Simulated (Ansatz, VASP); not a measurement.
This is a calculation of Cu for Ansatz 0.2.0.

Contents of input.yaml:

```yaml
crystal:
  lattice:
    - [0.0, 1.8075, 1.8075]
    - [1.8075, 0.0, 1.8075]
    - [1.8075, 1.8075, 0.0]
  atoms:
    - { symbol: Cu, position: [0.0, 0.0, 0.0] }
hamiltonian:
  xc: pbesol
  pseudopotentials: { kind: paw }
kpoints:
  mp_grid: { grid: [13, 13, 13] }
scf:
  occupations: { method: fermi_dirac, width: 0.05 }
output:
  forces: true
  stress: true
relax:
  f_tol: 0.01
  max_steps: 40
  cell: { stress_tol: 0.05 }
```

Potentials or basis: Ansatz PAW.

Launch:

```console
$ ansatz run input.yaml --threads 2 --pin off --max-ram 5120MiB --backend cpu --events-out ev --progress --plain --runs-dir out
```

Task: Set up the same calculation for VASP 6.6.1. Potentials there: VASP PAW PBE potentials, release 64 (Cu).

Result: As run (the cutoff follows the program's own potentials):

The input INCAR:

```
PREC     = Accurate       # precision mode
ENCUT    = 600            # plane-wave cutoff, eV
EDIFF    = 1E-7           # SCF threshold, eV
ISMEAR   = -1             # smearing method
SIGMA    = 0.05           # smearing width, eV
LREAL    = False          # projectors in reciprocal space
LASPH    = True           # aspherical terms in the spheres
NELM     = 120            # most SCF steps
ALGO     = Normal         # electronic algorithm
ISIF     = 3              # what is computed and relaxed
LWAVE    = False          # write WAVECAR
LCHARG   = False          # write CHGCAR
GGA      = PS             # functional
IBRION   = 2              # ionic algorithm
NSW      = 60             # ionic steps
EDIFFG   = -0.01          # ionic threshold
GGA_COMPAT= False        
NELMIN   = 4
```

KPOINTS

```
regular mesh
0
Gamma
  13 13 13
```

POSCAR

```
Cu
1.0
    0.0000000000      1.8075000000      1.8075000000
    1.8075000000      0.0000000000      1.8075000000
    1.8075000000      1.8075000000      0.0000000000
Cu
1
Direct
    0.0000000000      0.0000000000      0.0000000000
```

Potentials or basis: VASP PAW PBE potentials, release 64 (Cu).

Launch:

```bash
$ cat potpaw_PBE.64/Cu/POTCAR > POTCAR
$ mpirun -np 1 vasp_std > vasp.out
```

Both were run:

|  | VASP | Ansatz | Ansatz less VASP |
| --- | --- | --- | --- |
| relaxed volume (Å³/atom) | 11.36 | 11.31 | -0.052 |
| relaxed cell length with the largest relative difference (Å) | 2.523 | 2.519 | -0.0039 |

VASP's potentials were made for PBE, not for PBEsol. VASP's potentials hold 11 valence electrons a cell and Ansatz's 19, so a difference there can come from the potentials and not from the codes.

Noted on Ansatz's run: the plane-wave basis is chosen anew once the cell has moved, so the energies of steps on either side of that aren't comparable.
